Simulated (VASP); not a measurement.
# YbB2 (P6/mmm) in VASP: notebook, part 2 of 2

VASP 6.6.1. The steps go on from the part before.

**4. Relaxation of shape and atoms at fixed volume, LDA (10.55 Å³/atom)**

This run uses another cell than the first one, of 10.55 Å³/atom.

INCAR reads:

```
  PREC = Accurate
  ENCUT = 600
  EDIFF = 1E-6
  ISMEAR = 0
  SIGMA = 0.1
  LREAL = F
  LASPH = T
  NELM = 60
  ALGO = Normal
  ISIF = 4
  LWAVE = F
  LCHARG = F
  GGA = CA
  IBRION = 2
  NSW = 50
  EDIFFG = -0.01
```

KPOINTS reads:

```
Automatic mesh
0
Gamma
  15 15 12
```

POSCAR reads:

```
YbB2
1.0
    3.1349472120      0.0000000000      0.0000000000
   -1.5674736060      2.7149439251      0.0000000000
    0.0000000000      0.0000000000      3.7170492606
Yb B
1 2
Direct
    0.0000000000      0.0000000000      0.0000000000
    0.3333333333      0.6666666667      0.5000000000
    0.6666666667      0.3333333333      0.5000000000
```

Potentials or basis: VASP PAW PBE potentials, release 64 (Yb, B).

Launch:

```
$ cat potpaw_PBE.64/Yb/POTCAR potpaw_PBE.64/B/POTCAR > POTCAR
$ mpirun -np 1 vasp_std > vasp.out
```

OUTCAR:

```text
PREC = Accurate
   ENCUT = 600
   EDIFF = 1E-6
   ISMEAR = 0
   LREAL = F
   LASPH = T
   NELM = 60
   ISIF = 4
   GGA = CA
   IBRION = 2
   NSW = 50
   EDIFFG = -0.01

 ion  position               nearest neighbor table
   1  0.000  0.000  0.000-   2 2.59   3 2.59   2 2.59   3 2.59   2 2.59   2 2.59   3 2.59   3 2.59
                             3 2.59   3 2.59   2 2.59   2 2.59
   2  0.333  0.667  0.500-   3 1.81   3 1.81   3 1.81   1 2.59   1 2.59   1 2.59   1 2.59   1 2.59
                             1 2.59
[... 732 lines left out ...]
  --------------------------------------------------------------------------------------
  -------------------------------------------------------------------------------------
  Total        1.5051193      1.5051193      1.4890497      0.0000000     -0.0000000      0.0000000
  in kB       76.2240640     76.2240640     75.4102476      0.0000000     -0.0000000      0.0000000
  external PRESSURE =      75.9527919 kB  Pullay stress =       0.0000000 kB

 VOLUME and BASIS-vectors are now :
 -----------------------------------------------------------------------------
  energy-cutoff  :      600.00
  volume of cell :       31.64
      direct lattice vectors                 reciprocal lattice vectors
     3.134947212  0.000000000  0.000000000     0.318984637  0.184165866  0.000000000
    -1.567473606  2.714943925  0.000000000     0.000000000  0.368331733  0.000000000
     0.000000000  0.000000000  3.717049261     0.000000000  0.000000000  0.269030602

 POSITION                                       TOTAL-FORCE (eV/Angst)
 -----------------------------------------------------------------------------------
      0.00000      0.00000      0.00000        -0.000000      0.000000      0.000000
     -0.00000      1.80996      1.85852        -0.000000      0.000000      0.000000
      1.56747      0.90498      1.85852         0.000000     -0.000000      0.000000
 -----------------------------------------------------------------------------------
    total drift:                               -0.000000      0.000000      0.000000

  FREE ENERGIE OF THE ION-ELECTRON SYSTEM (eV)
  ---------------------------------------------------
  free  energy   TOTEN  =       -20.3487417529 eV

  energy  without entropy=      -20.3326019210  energy(sigma->0) =      -20.34067184

 reached required accuracy - stopping structural energy minimisation
```

CONTCAR:

```text
YbB2
   1.00000000000000
     3.1349472120000001    0.0000000000000000    0.0000000000000000
    -1.5674736060000001    2.7149439251000000    0.0000000000000000
     0.0000000000000000    0.0000000000000000    3.7170492606000001
  Yb              B
     1     2
Direct
     0.0000000000000000    0.0000000000000000    0.0000000000000000
     0.3333333332999970    0.6666666667000030    0.5000000000000000
     0.6666666667000030    0.3333333332999970    0.5000000000000000

  0.00000000E+00  0.00000000E+00  0.00000000E+00
  0.00000000E+00  0.00000000E+00  0.00000000E+00
  0.00000000E+00  0.00000000E+00  0.00000000E+00
```

It took 18 min on 1 thread of Intel Xeon 8259CL, shared host; peak memory 0.3 GiB.

What came out:

- Free energy: -20.3487 eV
- Pressure after relaxing: 7.6 GPa
- Band gap on the k mesh: zero (bands 15 and 16 overlap by 1.46 eV)

Final structure:
```cif
data_structure
_symmetry_space_group_name_H-M 'P 1'
_symmetry_Int_Tables_number 1
_cell_length_a 3.1349
_cell_length_b 3.1349
_cell_length_c 3.7170
_cell_angle_alpha 90.000
_cell_angle_beta 90.000
_cell_angle_gamma 120.000
_cell_volume 31.64
loop_
_atom_site_label
_atom_site_type_symbol
_atom_site_fract_x
_atom_site_fract_y
_atom_site_fract_z
_atom_site_occupancy
Yb1 Yb 0.00000 0.00000 0.00000 1
B1 B 0.33333 0.66667 0.50000 1
B2 B 0.66667 0.33333 0.50000 1
```

Caveat: the PAW data sets were made with another functional, which shifts forces and pressure a little; spin-orbit coupling is left out, which moves the levels of the heavy elements.

**5. Relaxation of shape and atoms at fixed volume, LDA (11.20 Å³/atom)**

This run uses another cell than the first one, of 11.20 Å³/atom.

INCAR reads:

```
SYSTEM = YbB2
ALGO     = Normal         ! electronic algorithm
EDIFF    = 1E-6           ! SCF threshold, eV
EDIFFG   = -0.01          ! ionic threshold
ENCUT    = 600            ! plane-wave cutoff, eV
GGA      = CA             ! functional
IBRION   = 2              ! ionic algorithm
ISIF     = 4              ! what is computed and relaxed
ISMEAR   = 0              ! smearing method
LASPH    = .TRUE.         ! aspherical terms in the spheres
LCHARG   = .FALSE.        ! write CHGCAR
LREAL    = .FALSE.        ! projectors in reciprocal space
LWAVE    = .FALSE.        ! write WAVECAR
NELM     = 100            ! most SCF steps
NSW      = 50             ! ionic steps
PREC     = Accurate       ! precision mode
SIGMA    = 0.1            ! smearing width, eV
```

KPOINTS reads:

```
k-points
0
G
  15 15 12
  0 0 0
```

POSCAR reads:

```
YbB2
1.0
    3.1982965467      0.0000000000      0.0000000000
   -1.5991482733      2.7698060583      0.0000000000
    0.0000000000      0.0000000000      3.7921614018
Yb B
1 2
Direct
    0.0000000000      0.0000000000      0.0000000000
    0.3333333333      0.6666666667      0.5000000000
    0.6666666667      0.3333333333      0.5000000000
```

Launch:

```
$ cat potpaw_PBE.64/Yb/POTCAR potpaw_PBE.64/B/POTCAR > POTCAR
$ mpirun -np 1 vasp_std > vasp.out
```

Run time: 18 min. Hardware: 1 thread of Intel Xeon 8259CL, shared host; peak memory 0.3 GiB.

Results (log left out):

* Free energy: -20.3641 eV
* Energy gained by relaxing: 0.0 meV/atom
* Ionic steps: 2
* Pressure after relaxing: -4.0 GPa
* Band gap on the k mesh: zero (bands 15 and 16 overlap by 1.37 eV)

Final structure:
```
Yb B
1.0
     3.19643    0.00000    0.00000
    -1.59822    2.76819    0.00000
     0.00000    0.00000    3.79658
Yb B
1 2
Direct
  0.00000 0.00000 0.00000
  0.33333 0.66667 0.50000
  0.66667 0.33333 0.50000
```

Levels at points of the mesh, in eV from the Fermi level:
```csv
k point,band 13,band 14,band 15,band 16,band 17,band 18
"(0.00, 0.00, 0.00)",-0.36,-0.36,-0.35,0.08,6.52,6.52
"(0.00, 0.00, 0.50)",-0.32,1.05,1.05,3.63,3.63,3.91
```

Caveat: the PAW data sets were made with another functional, which shifts forces and pressure a little; spin-orbit coupling is left out, which moves the levels of the heavy elements. Spin polarisation is off, so any magnetic state and its effect on volume and gap are missing.

**6. Summary**

```tsv
cell	gap on the mesh (eV)	pressure (GPa)
relaxed from a = 3.072, b = 3.072, c = 3.632 Å, angles 90.0, 90.0, 120.0°, 3 atoms	none	19.5
relaxed from a = 3.104, b = 3.104, c = 3.674 Å, angles 90.0, 90.0, 120.0°, 3 atoms	none	13.0
relaxed from a = 3.135, b = 3.135, c = 3.717 Å, angles 90.0, 90.0, 120.0°, 3 atoms	none	7.6
relaxed from a = 3.198, b = 3.198, c = 3.792 Å, angles 90.0, 90.0, 120.0°, 3 atoms	none	-4.0
```

Alike in all rows: task relaxation of shape and atoms at fixed volume; level LDA; potentials or basis VASP PAW PBE potentials, release 64 (Yb, B); no spin polarisation; k mesh 15 × 15 × 12; cutoff (eV) 600; smearing gaussian 0.1 eV.

Caveats: the PAW data sets were made with another functional, which shifts forces and pressure a little; spin-orbit coupling is left out, which moves the levels of the heavy elements.

Absolute energies hang on the potentials; compare differences alone.
